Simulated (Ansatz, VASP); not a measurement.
## Cu: VASP beside Ansatz

POSCAR

```
Cu
1.0
   -1.3819844755      1.3819844755      1.3819844755
    1.3819844755     -1.3819844755      1.3819844755
    1.3819844755      1.3819844755     -1.3819844755
Cu
1
Direct
    0.0000000000      0.0000000000      0.0000000000
```

INCAR.step1

```
ALGO     = Normal         # electronic algorithm
EDIFF    = 1E-4           # SCF threshold, eV
ENCUT    = 520            # plane-wave cutoff, eV
GGA      = PE             # functional
ISMEAR   = -1             # smearing method
LASPH    = True           # aspherical terms in the spheres
LCHARG   = False          # write CHGCAR
LREAL    = False          # projectors in reciprocal space
LWAVE    = True           # write WAVECAR
NBANDS   = 12             # bands
NELM     = 60             # most SCF steps
PREC     = Accurate       # precision mode
SIGMA    = 0.1            # smearing width, eV
```

File INCAR.step2:

```
ALGO     = Normal         # electronic algorithm
EDIFF    = 1E-6           # SCF threshold, eV
ENCUT    = 520            # plane-wave cutoff, eV
ISIF     = 2              # what is computed and relaxed
ISMEAR   = -1             # smearing method
ISTART   = 1            
LASPH    = True           # aspherical terms in the spheres
LCHARG   = False          # write CHGCAR
LMIXTAU  = True         
LREAL    = False          # projectors in reciprocal space
LWAVE    = False          # write WAVECAR
METAGGA  = R2SCAN         # meta-GGA
NBANDS   = 12             # bands
NELM     = 60             # most SCF steps
PREC     = Accurate       # precision mode
SIGMA    = 0.1            # smearing width, eV
```

KPOINTS

```
k-points
0
Gamma
  17 17 17
```

Input for Ansatz:

```yaml
crystal:
  lattice:
    - [-1.3819844755, 1.3819844755, 1.3819844755]
    - [1.3819844755, -1.3819844755, 1.3819844755]
    - [1.3819844755, 1.3819844755, -1.3819844755]
  atoms:
    - { symbol: Cu, position: [0.0, 0.0, 0.0] }
hamiltonian:
  xc: r2scan
  pseudopotentials:
    kind: paw
    azcp:
      Cu: "pseudopotentials/Cu.paw.azcp"
basis:
  ecutwfc: 500
  fft_grid_basis: typed
kpoints:
  mp_grid: { grid: [17, 17, 17], shift: [0, 0, 0] }
magnetization:
  spin_polarized: false
scf:
  occupations: { method: fermi_dirac, width: 0.1 }
  lower_state_search: "off"
output:
  stress: true
```

Alike in both runs: task single point; functional r2SCAN; k mesh 17 × 17 × 17; occupations fermi-dirac, width 0.1 eV; no spin polarisation.

|  | VASP | Ansatz |
| --- | --- | --- |
| version | VASP 6.6.1 | Ansatz 0.2.0 |
| potentials or method | VASP PAW PBE potentials, release 64 (Cu), cutoff 520 eV | plane waves (500 eV) with PAW, scalar-relativistic |
| valence electrons in the cell | 11 | 19 |

|  | VASP | Ansatz | Ansatz less VASP |
| --- | --- | --- | --- |
| pressure (GPa) | 17.2 | 16.6 | -0.57 |

VASP's potentials were made for PBE, not for r2SCAN. VASP's potentials hold 11 valence electrons a cell and Ansatz's 19, so a difference there can come from the potentials and not from the codes.
